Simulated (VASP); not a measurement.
Write the native input for VASP 6.6.1 that does the following.

| Property | Result |
| --- | --- |
| Task | single point |
| Functional | PBEsol |
| Potentials or basis | VASP PAW PBE potentials, release 64 (Si, Ni) |
| Cutoff | 520 eV |
| k mesh | 14 × 14 × 14 |
| Occupations | gaussian, width 0.15 eV |
| Spin | no spin polarisation |
| Dipole correction | no |
| Further INCAR settings | ALGO = Fast; EDIFF = 1e-06; NBANDS = 25 |

The structure of SiNi3 lies in POSCAR:

```
SiNi3
1.0
    3.4612457600      0.0000000000      0.0000000000
    0.0000000000      3.4612457600      0.0000000000
    0.0000000000      0.0000000000      3.2881834720
Si Ni
1 3
Direct
    0.0000000000      0.0000000000      0.0000000000
    0.0000000000      0.5000000000      0.5000000000
    0.5000000000      0.0000000000      0.5000000000
    0.5000000000      0.5000000000      0.0000000000
```

This cell differs from its parent crystal: strain +0.000 along x and y, -0.050 along z.

These files were run (other wordings do the same):

INCAR

```
  PREC = Accurate
  ENCUT = 520
  EDIFF = 1E-6
  ISMEAR = 0
  SIGMA = 0.15
  LREAL = F
  LASPH = T
  NELM = 100
  ALGO = Fast
  ISIF = 2
  LWAVE = F
  LCHARG = F
  GGA = PS
  NBANDS = 25
```

KPOINTS

```
regular mesh
0
Gamma
  14 14 14
```

Potentials or basis: VASP PAW PBE potentials, release 64 (Si, Ni).

Command:

```sh
$ cat potpaw_PBE.64/Si/POTCAR potpaw_PBE.64/Ni/POTCAR > POTCAR
$ mpirun -np 1 vasp_std > vasp.out
```

Results of the run:

The pressure is 14.2 GPa. The band gap on the k mesh is zero (bands 17 and 18 overlap by 0.40 eV).

Caveat: the cell differs from its parent crystal (strain +0.000 along x and y, -0.050 along z); the stress differs along the axes, from 11 to 20 GPa; the PAW data sets were made with another functional, which shifts forces and pressure a little.

It took 7.4 min on 1 thread of Intel Xeon 8259CL, on a shared host, peak memory 0.34 GiB.
